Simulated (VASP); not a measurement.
# RbCl (rocksalt type): single point with PBE

RbCl (rocksalt type):

```
CELL_PARAMETERS angstrom
0.00000 2.97356 2.97356
2.97356 0.00000 2.97356
2.97356 2.97356 0.00000
ATOMIC_POSITIONS crystal
Rb 0.00000 0.00000 0.00000
Cl 0.50000 0.50000 0.50000
```

* Program: VASP 6.6.1
* Task: single point
* Functional: PBE
* Potentials or basis: VASP PAW PBE potentials, release 64 (Rb_sv, Cl)
* Cutoff: 500 eV
* k mesh: 13 × 13 × 13
* Occupations: fermi-dirac, width 0.1 eV
* Spin: no spin polarisation
* Dipole correction: no
* Further INCAR settings: ALGO = Normal; EDIFF = 1e-06; NBANDS = 15

| Property | Result |
| --- | --- |
| Pressure | 12.5 GPa |
| Band gap on the k mesh | 5.76 eV (least direct gap 5.76 eV) |

Levels at points of the mesh, in eV from the valence-band top:
| k point | band 6 | band 7 | band 8 | band 9 | band 10 | band 11 |
| --- | --- | --- | --- | --- | --- | --- |
| (0.00, 0.00, 0.00) | 0.00 | 0.00 | 0.00 | 6.14 | 7.98 | 7.98 |

Wall time 43 s on 1 thread of Intel(R) Xeon(R) Platinum 8488C (Sapphire Rapids), with other jobs on the host, peak memory 0.2 GiB.

Caveat: the cell stands under pressure; an odd mesh through Γ misses points on the zone boundary, where band edges can lie.
